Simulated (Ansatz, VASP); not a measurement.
**Two plane-wave programs on LiWO2**

The input INCAR:

```
SYSTEM = LiWO2
  PREC = Accurate
  ENCUT = 520
  EDIFF = 1E-7
  ISMEAR = 0
  SIGMA = 0.2731
  LREAL = .False.
  LASPH = .True.
  NELM = 100
  ALGO = Normal
  ISIF = 2
  LWAVE = .False.
  LCHARG = .False.
  GGA = PE
  NBANDS = 39
```

File KPOINTS:

```
regular mesh
0
Gamma
  11 7 5
  0 0 0
```

File POSCAR:

```
LiWO2
1.0
    2.8671090000      0.0000000000      0.0000000000
    0.0000000000      4.6490900000      0.0000000000
    0.0000000000      0.0000000000      5.8721580000
Li W O
2 2 4
Direct
    0.2500000000      0.2500000000      0.1250000000
    0.7500000000      0.7500000000      0.8750000000
    0.2500000000      0.2500000000      0.6430000000
    0.7500000000      0.7500000000      0.3570000000
    0.2500000000      0.7500000000      0.1360000000
    0.7500000000      0.2500000000      0.8640000000
    0.2500000000      0.7500000000      0.6000000000
    0.7500000000      0.2500000000      0.4000000000
```

Input for Ansatz:

```yaml
crystal:
  lattice:
    - [2.867109, 0.0, 0.0]
    - [0.0, 4.64909, 0.0]
    - [0.0, 0.0, 5.872158]
  atoms:
    - { symbol: Li, position: [0.25, 0.25, 0.125] }
    - { symbol: Li, position: [0.75, 0.75, 0.875] }
    - { symbol: W, position: [0.25, 0.25, 0.643] }
    - { symbol: W, position: [0.75, 0.75, 0.357] }
    - { symbol: O, position: [0.25, 0.75, 0.136] }
    - { symbol: O, position: [0.75, 0.25, 0.864] }
    - { symbol: O, position: [0.25, 0.75, 0.6] }
    - { symbol: O, position: [0.75, 0.25, 0.4] }
  symmetry: { tolerance: 0.0003 }
kpoints:
  mp_grid: { grid: [11, 7, 5], shift: [0, 0, 0] }
  band_path:
    path:
      - [0.0, 0.0, 0.0]
      - [0.5, 0.0, 0.0]
      - [0.5, 0.5, 0.0]
      - [0.0, 0.5, 0.0]
      - [0.0, 0.0, 0.0]
      - [0.0, 0.0, 0.5]
      - [0.5, 0.0, 0.5]
      - [0.5, 0.5, 0.5]
      - [0.0, 0.5, 0.5]
      - [0.0, 0.0, 0.5]
      - [0.5, 0.0, 0.0]
    npoints: 6
magnetization:
  spin_polarized: false
scf:
  occupations: { method: gaussian, width: 0.2731 }
  lower_state_search: "off"
  max_iter: 200
hamiltonian:
  pseudopotentials: { kind: paw }
  xc: pbe
basis:
  ecutwfc: 420
  fft_grid_basis: typed
output:
  forces: true
  stress: true
  eigenvalues: true
  bader: true
  populations: true
  elf: true
  write_potential: true
  volumetric_format: npy
  dos:
    e_range: [-12, 8]
    de: 0.05
    projected: { site_lists: { Li: [Li], O: [O], W: [W] } }
checkpoint:
  read: saved_state
```

Alike in both runs: task single point; functional PBE; k mesh 11 × 7 × 5; occupations gaussian, width 0.2731 eV; no spin polarisation.

|  | VASP | Ansatz |
| --- | --- | --- |
| version | VASP 6.6.1 | Ansatz 0.2.0 |
| potentials or method | VASP PAW PBE potentials, release 64 (Li_sv, W_sv, O), cutoff 520 eV | PAW plane waves |
| valence electrons in the cell | 58 | 58 |

```tsv
	VASP	Ansatz	Ansatz less VASP
rms of the force components (eV/Å)	2.054	1.983	-0.0713
```

Atom by atom the forces differ by 0.076 eV/Å (rms over components).

Neither program's run includes spin-orbit coupling. Noted on VASP's run: the cutoff is short for stress, so the pressure is rough.
